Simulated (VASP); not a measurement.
# CsSnI3 (Pm-3m) in VASP: a series of runs

The runs below take CsSnI3 through single point, with PBE, LDA.

All numbers are computed with VASP 6.6.1; they aren't measurements. Logs are shortened: lines on timing, memory, paths and dates and some standing lists are left out, and cuts for length are marked.

## Step 1: The cell of the first run

The structure is cubic, space group Pm-3m (No. 221). The conventional cell has a = 6.241 Å, b = 6.241 Å, c = 6.241 Å, α = 90.00°, β = 90.00°, γ = 90.00°. Cs (site symmetry m-3m) has 12 I at 4.41 Å and 8 Sn at 5.41 Å within 5.8 Å. Within 4.1 Å of Sn (site symmetry m-3m) lie 6 I at 3.12 Å. I (site symmetry 4/mmm) has 2 Sn at 3.12 Å within 4.1 Å.

## Step 2: Single point, PBE

Input file INCAR:

```
ALGO = Normal
EDIFF = 1E-6
ENCUT = 520
GGA = PE
ISIF = 2
ISMEAR = -1
LASPH = T
LCHARG = T
LELF = T
LREAL = F
LVHAR = T
LWAVE = F
NBANDS = 30
NELM = 60
PREC = Accurate
SIGMA = 0.02
```

Input file KPOINTS:

```
k-points
0
Gamma
  4 4 4
```

Input file POSCAR:

```
CsSnI3
1.0
    6.2413961542      0.0000000000      0.0000000000
    0.0000000000      6.2413961542      0.0000000000
    0.0000000000      0.0000000000      6.2413961542
Cs Sn I
1 1 3
Direct
    0.0000000000      0.0000000000      0.0000000000
    0.5000000000      0.5000000000      0.5000000000
    0.0000000000      0.5000000000      0.5000000000
    0.5000000000      0.0000000000      0.5000000000
    0.5000000000      0.5000000000      0.0000000000
```

Potentials or basis: VASP PAW PBE potentials, release 64 (Cs_sv, Sn_d, I).

Launch:

```bash
cat potpaw_PBE.64/Cs_sv/POTCAR potpaw_PBE.64/Sn_d/POTCAR potpaw_PBE.64/I/POTCAR > POTCAR
mpirun -np 1 vasp_std > vasp.out
```

OUTCAR:

```text
EDIFF = 1E-6
   ENCUT = 520
   GGA = PE
   ISIF = 2
   ISMEAR = -1
   LASPH = T
   LREAL = F
   NELM = 60
   PREC = Accurate

 ion  position               nearest neighbor table
   1  0.000  0.000  0.000-
   2  0.500  0.500  0.500-   3 3.12   4 3.12   5 3.12   5 3.12   4 3.12   3 3.12
   3  0.000  0.500  0.500-   2 3.12   2 3.12
   4  0.500  0.000  0.500-   2 3.12   2 3.12
   5  0.500  0.500  0.000-   2 3.12   2 3.12

  LATTYP: Found a simple cubic cell.
 ALAT       =     6.2413961542

  Lattice vectors:

 A1 = (   6.2413961542,   0.0000000000,   0.0000000000)
 A2 = (   0.0000000000,   6.2413961542,   0.0000000000)
 A3 = (   0.0000000000,   0.0000000000,   6.2413961542)

Analysis of symmetry for initial positions (statically):
=====================================================================
 Subroutine PRICEL returns:
 Original cell was already a primitive cell.

 Routine SETGRP: Setting up the symmetry group for a
 simple cubic supercell.

 Subroutine GETGRP returns: Found 48 space group operations
 (whereof 48 operations were pure point group operations)
 out of a pool of 48 trial point group operations.

The static configuration has the point symmetry O_h .

Analysis of symmetry for dynamics (positions and initial velocities):
=====================================================================
 Subroutine PRICEL returns:
 Original cell was already a primitive cell.

 Routine SETGRP: Setting up the symmetry group for a
 simple cubic supercell.

 Subroutine GETGRP returns: Found 48 space group operations
 (whereof 48 operations were pure point group operations)
 out of a pool of 48 trial point group operations.

The dynamic configuration has the point symmetry O_h .

 Subroutine INISYM returns: Found 48 space group operations
 (whereof 48 operations are pure point group operations),
 and found     1 'primitive' translations

----------------------------------------------------------------------------------------

                                     Primitive cell

  volume of cell :     243.1337

  direct lattice vectors                    reciprocal lattice vectors
[... 67 lines left out ...]
   NGXF,Y,Z  is equivalent  to a cutoff of  25.57, 25.57, 25.57 a.u.
 SYSTEM =  unknown system
   PREC   = accura    normal or accurate (medium, high low for compatibility)
   ISTART =      0    job   : 0-new  1-cont  2-samecut
   ICHARG =      2    charge: 1-file 2-atom 10-const
   ISPIN  =      1    spin polarized calculation?
   LNONCOLLINEAR =      F non collinear calculations
   LSORBIT =      F    spin-orbit coupling
   LASPH  =      T    aspherical Exc in radial PAW
   ENCUT  =  520.0 eV  38.22 Ry    6.18 a.u.  11.60 11.60 11.60*2*pi/ulx,y,z
   NELM   =     60;   NELMIN=  2; NELMDL= -5     # of ELM steps
   EDIFF  = 0.1E-05   stopping-criterion for ELM
   LREAL  =      F    real-space projection
[... 7 lines left out ...]
   TEBEG  =    0.0;   TEEND  =   0.0 temperature during run
   PSTRESS=    0.0 pullay stress
   NELECT =      44.0000    total number of electrons
   NUPDOWN=      -1.0000    fix difference up-down
   EMIN   =  10.00;   EMAX   =-10.00  energy-range for DOS
   EFERMI =   0.00;   METHOD = LEGACY
   ISMEAR =    -1;   SIGMA  =   0.02  broadening in eV -4-tet -1-fermi 0-gaus
   EFERMI_NEDOS =   21; number of points for ismear=-14 and -15
   IALGO  =     38    algorithm
   IMIX   =      4    mixing-type and parameters
     AMIX     =   0.40;   BMIX     =  1.00
     AMIX_MAG =   1.60;   BMIX_MAG =  1.00
  volume/ion in A,a.u.               =      48.63       328.15
  Fermi-wavevector in a.u.,A,eV,Ry     =   0.925999  1.749885 11.666651  0.857475
  Thomas-Fermi vector in A             =   2.051914
   LORBIT       =      0    0 simple, 1 ext, 2 COOP (PROOUT), +10 PAW based schemes
   GGA     = PE    functional components
   LHFCALC =     F    Hartree Fock is set to
   AEXX    =    0.0000 exact exchange contribution
   IVDW    =     0    specifies the selected vdW correction
   LEPSILON=     F    determine dielectric tensor
   LRPA    =     F    only Hartree local field effects (RPA)
 non-spin polarized calculation
  energy-cutoff  :      520.00
  volume of cell :      243.13
 maximum number of plane-waves:      6619
 NGX is ok and might be reduce to    48
   NGX = 23   NGY = 23   NGZ = 23

 number of electron      43.9999979 magnetization

 Free energy of the ion-electron system (eV)
  ---------------------------------------------------
  ext. energy  EPLUGINS =         0.00000000
  ---------------------------------------------------
  free energy    TOTEN  =       -13.96351133 eV

  energy without entropy =      -13.96350950  energy(sigma->0) =      -13.96351042

 E-fermi :   2.8692     XC(G=0):  -7.4527

 val. band max:        2.6917780323   @ k =   0.5000   0.5000   0.5000
 cond. band min:       3.0686352313   @ k =   0.5000   0.5000   0.5000
 fundamental gap:      0.3768571991
 Fermi energy:         2.8692192312

 k-point     1 :       0.0000    0.0000    0.0000
  band No.  band energies     occupation
      1     -19.5653      2.00000
      2     -19.4046      2.00000
      3     -19.4046      2.00000
      4     -19.3870      2.00000
      5     -19.3870      2.00000
      6     -19.3870      2.00000
[... 319 lines left out ...]
     29       6.7594      0.00000
     30       7.9291      0.00000

------------------------ aborting loop because EDIFF is reached ----------------------------------------

  FORCE on cell =-STRESS in cart. coord.  units (eV):
  Direction    XX          YY          ZZ          XY          YZ          ZX
  --------------------------------------------------------------------------------------
  -------------------------------------------------------------------------------------
  Total        0.7434050      0.7434050      0.7434050      0.0000000     -0.0000000      0.0000000
  in kB        4.8988123      4.8988123      4.8988123      0.0000000     -0.0000000      0.0000000
  external PRESSURE =       4.8988123 kB  Pullay stress =       0.0000000 kB

 VOLUME and BASIS-vectors are now :
 -----------------------------------------------------------------------------
  energy-cutoff  :      520.00
  volume of cell :      243.13
      direct lattice vectors                 reciprocal lattice vectors
     6.241396154  0.000000000  0.000000000     0.160220562  0.000000000  0.000000000
     0.000000000  6.241396154  0.000000000     0.000000000  0.160220562  0.000000000
     0.000000000  0.000000000  6.241396154     0.000000000  0.000000000  0.160220562

 POSITION                                       TOTAL-FORCE (eV/Angst)
 -----------------------------------------------------------------------------------
      0.00000      0.00000      0.00000         0.000000      0.000000      0.000000
      3.12070      3.12070      3.12070         0.000000      0.000000      0.000000
      0.00000      3.12070      3.12070         0.000000      0.000000      0.000000
      3.12070      0.00000      3.12070         0.000000      0.000000      0.000000
      3.12070      3.12070      0.00000         0.000000      0.000000      0.000000
 -----------------------------------------------------------------------------------
    total drift:                                0.000000     -0.000000     -0.000000

  FREE ENERGIE OF THE ION-ELECTRON SYSTEM (eV)
  ---------------------------------------------------
  free  energy   TOTEN  =       -13.9635113312 eV

  energy  without entropy=      -13.9635095043  energy(sigma->0) =      -13.96351042
```

Wall time 62 s (1 thread of Intel Xeon Platinum 8375C at 2.90GHz (Ice Lake), shared host); peak memory 0.35 GiB.

Results:

```
Free energy            : -13.9635 eV
Pressure               : 0.5 GPa
Band gap on the k mesh : 0.38 eV
```

Caveat: semilocal functionals underestimate gaps, and a narrow one can read as zero; spin-orbit coupling is left out, which moves the levels of the heavy elements.

## Step 3: Single point, LDA

Input file INCAR:

```
PREC = Accurate
ENCUT = 520
EDIFF = 1E-6
ISMEAR = 0
SIGMA = 0.01
LREAL = F
LASPH = T
NELM = 60
ALGO = Normal
ISIF = 2
LWAVE = F
LCHARG = F
NBANDS = 30
```

Input file KPOINTS:

```
regular mesh
0
Gamma
  4 4 4
```

POSCAR is that of step 2.

Potentials or basis: VASP PAW LDA potentials, release 64 (Cs_sv, Sn_d, I).

Launch:

```bash
cat potpaw_LDA.64/Cs_sv/POTCAR potpaw_LDA.64/Sn_d/POTCAR potpaw_LDA.64/I/POTCAR > POTCAR
mpirun -np 1 vasp_std > vasp.out
```

OUTCAR:

```text
PREC = Accurate
   ENCUT = 520
   EDIFF = 1E-6
   ISMEAR = 0
   LREAL = F
   LASPH = T
   NELM = 60
   ISIF = 2

 ion  position               nearest neighbor table
   1  0.000  0.000  0.000-
   2  0.500  0.500  0.500-   3 3.12   4 3.12   5 3.12   5 3.12   4 3.12   3 3.12
   3  0.000  0.500  0.500-   2 3.12   2 3.12
   4  0.500  0.000  0.500-   2 3.12   2 3.12
   5  0.500  0.500  0.000-   2 3.12   2 3.12

  LATTYP: Found a simple cubic cell.
 ALAT       =     6.2413961542

  Lattice vectors:

 A1 = (   6.2413961542,   0.0000000000,   0.0000000000)
 A2 = (   0.0000000000,   6.2413961542,   0.0000000000)
 A3 = (   0.0000000000,   0.0000000000,   6.2413961542)

Analysis of symmetry for initial positions (statically):
=====================================================================
 Subroutine PRICEL returns:
 Original cell was already a primitive cell.

 Routine SETGRP: Setting up the symmetry group for a
 simple cubic supercell.

 Subroutine GETGRP returns: Found 48 space group operations
 (whereof 48 operations were pure point group operations)
 out of a pool of 48 trial point group operations.

The static configuration has the point symmetry O_h .

Analysis of symmetry for dynamics (positions and initial velocities):
=====================================================================
 Subroutine PRICEL returns:
 Original cell was already a primitive cell.

 Routine SETGRP: Setting up the symmetry group for a
 simple cubic supercell.

 Subroutine GETGRP returns: Found 48 space group operations
 (whereof 48 operations were pure point group operations)
 out of a pool of 48 trial point group operations.

The dynamic configuration has the point symmetry O_h .
[... 104 lines left out ...]
   EFERMI =   0.00;   METHOD = LEGACY
   ISMEAR =     0;   SIGMA  =   0.01  broadening in eV -4-tet -1-fermi 0-gaus
   EFERMI_NEDOS =   21; number of points for ismear=-14 and -15
   IALGO  =     38    algorithm
   IMIX   =      4    mixing-type and parameters
     AMIX     =   0.40;   BMIX     =  1.00
     AMIX_MAG =   1.60;   BMIX_MAG =  1.00
  volume/ion in A,a.u.               =      48.63       328.15
  Fermi-wavevector in a.u.,A,eV,Ry     =   0.925999  1.749885 11.666651  0.857475
  Thomas-Fermi vector in A             =   2.051914
   LORBIT       =      0    0 simple, 1 ext, 2 COOP (PROOUT), +10 PAW based schemes
   GGA     = CA    functional components
   LHFCALC =     F    Hartree Fock is set to
   AEXX    =    0.0000 exact exchange contribution
   IVDW    =     0    specifies the selected vdW correction
   LEPSILON=     F    determine dielectric tensor
   LRPA    =     F    only Hartree local field effects (RPA)
 non-spin polarized calculation
 Gauss-broadening in eV      SIGMA  =   0.01
  energy-cutoff  :      520.00
  volume of cell :      243.13
 maximum number of plane-waves:      6619
 NGX is ok and might be reduce to    48
   NGX = 23   NGY = 23   NGZ = 23

 number of electron      43.9999979 magnetization

 Free energy of the ion-electron system (eV)
  ---------------------------------------------------
  ext. energy  EPLUGINS =         0.00000000
  ---------------------------------------------------
  free energy    TOTEN  =       -15.90060035 eV

  energy without entropy =      -15.90060035  energy(sigma->0) =      -15.90060035

 E-fermi :   2.4967     XC(G=0):  -7.8143

 val. band max:        2.4107101614   @ k =   0.5000   0.5000   0.5000
 cond. band min:       2.7447305186   @ k =   0.5000   0.5000   0.5000
 fundamental gap:      0.3340203573
 Fermi energy:         2.4967161806

 k-point     1 :       0.0000    0.0000    0.0000
  band No.  band energies     occupation
      1     -19.6782      2.00000
      2     -19.5256      2.00000
      3     -19.5256      2.00000
      4     -19.5035      2.00000
      5     -19.5035      2.00000
      6     -19.5035      2.00000
[... 319 lines left out ...]
     29       6.3857      0.00000
     30       7.6112      0.00000

------------------------ aborting loop because EDIFF is reached ----------------------------------------

  FORCE on cell =-STRESS in cart. coord.  units (eV):
  Direction    XX          YY          ZZ          XY          YZ          ZX
  --------------------------------------------------------------------------------------
  -------------------------------------------------------------------------------------
  Total       -2.3094092     -2.3094092     -2.3094092      0.0000000      0.0000000     -0.0000000
  in kB      -15.2183029    -15.2183029    -15.2183029      0.0000000      0.0000000     -0.0000000
  external PRESSURE =     -15.2183029 kB  Pullay stress =       0.0000000 kB

 VOLUME and BASIS-vectors are now :
 -----------------------------------------------------------------------------
  energy-cutoff  :      520.00
  volume of cell :      243.13
      direct lattice vectors                 reciprocal lattice vectors
     6.241396154  0.000000000  0.000000000     0.160220562  0.000000000  0.000000000
     0.000000000  6.241396154  0.000000000     0.000000000  0.160220562  0.000000000
     0.000000000  0.000000000  6.241396154     0.000000000  0.000000000  0.160220562

 POSITION                                       TOTAL-FORCE (eV/Angst)
 -----------------------------------------------------------------------------------
      0.00000      0.00000      0.00000         0.000000      0.000000      0.000000
      3.12070      3.12070      3.12070         0.000000      0.000000      0.000000
      0.00000      3.12070      3.12070         0.000000      0.000000      0.000000
      3.12070      0.00000      3.12070         0.000000      0.000000      0.000000
      3.12070      3.12070      0.00000         0.000000      0.000000      0.000000
 -----------------------------------------------------------------------------------
    total drift:                                0.000000     -0.000000     -0.000000

  FREE ENERGIE OF THE ION-ELECTRON SYSTEM (eV)
  ---------------------------------------------------
  free  energy   TOTEN  =       -15.9006003541 eV

  energy  without entropy=      -15.9006003541  energy(sigma->0) =      -15.90060035
```

OSZICAR:

```text
N       E                     dE             d eps       ncg     rms          rms(c)
DAV:   1     0.340724111013E+03    0.34072E+03   -0.17976E+04   600   0.132E+03
DAV:   2     0.281423522050E+02   -0.31258E+03   -0.29897E+03   700   0.273E+02
DAV:   3    -0.144440514984E+02   -0.42586E+02   -0.41674E+02   722   0.112E+02
DAV:   4    -0.161574461219E+02   -0.17134E+01   -0.17094E+01   762   0.261E+01
DAV:   5    -0.162133372965E+02   -0.55891E-01   -0.55887E-01   890   0.459E+00    0.406E+00
DAV:   6    -0.159426383384E+02    0.27070E+00   -0.37285E-01   748   0.328E+00    0.262E+00
DAV:   7    -0.159033188029E+02    0.39320E-01   -0.25745E-01   788   0.202E+00    0.958E-01
DAV:   8    -0.159012645828E+02    0.20542E-02   -0.40217E-02   748   0.126E+00    0.258E-01
DAV:   9    -0.159007261923E+02    0.53839E-03   -0.42587E-03   778   0.457E-01    0.933E-02
DAV:  10    -0.159006100187E+02    0.11617E-03   -0.49570E-04   768   0.135E-01    0.371E-02
DAV:  11    -0.159006045892E+02    0.54295E-05   -0.17112E-04   790   0.704E-02    0.315E-02
DAV:  12    -0.159006009814E+02    0.36078E-05   -0.19298E-05   740   0.199E-02    0.169E-02
DAV:  13    -0.159006003541E+02    0.62726E-06   -0.16974E-06   592   0.897E-03
   1 F= -.15900600E+02 E0= -.15900600E+02  d E =-.661194E-36
```

stdout:

```text
POSCAR found type information on POSCAR CsSnI
 POSCAR found :  3 types and       5 ions
 scaLAPACK will be used
 LDA part: xc-table for (Slater(with rela. corr.)+CA(PZ))
 , standard interpolation
 POSCAR, INCAR and KPOINTS ok, starting setup
 FFT: planning ... GRIDC
 FFT: planning ... GRID_SOFT
 FFT: planning ... GRID
 WAVECAR not read
 entering main loop
```

Run time: 48 s. Hardware: 1 thread of Intel Xeon Platinum 8375C at 2.90GHz (Ice Lake), shared host; peak memory 0.29 GiB.

What came out:

* Free energy: -15.9006 eV
* Pressure: -1.5 GPa
* Band gap on the k mesh: 0.33 eV

Caveat: semilocal functionals underestimate gaps, and a narrow one can read as zero; spin-orbit coupling is left out, which moves the levels of the heavy elements.

(Continued in part 2 of 2.)
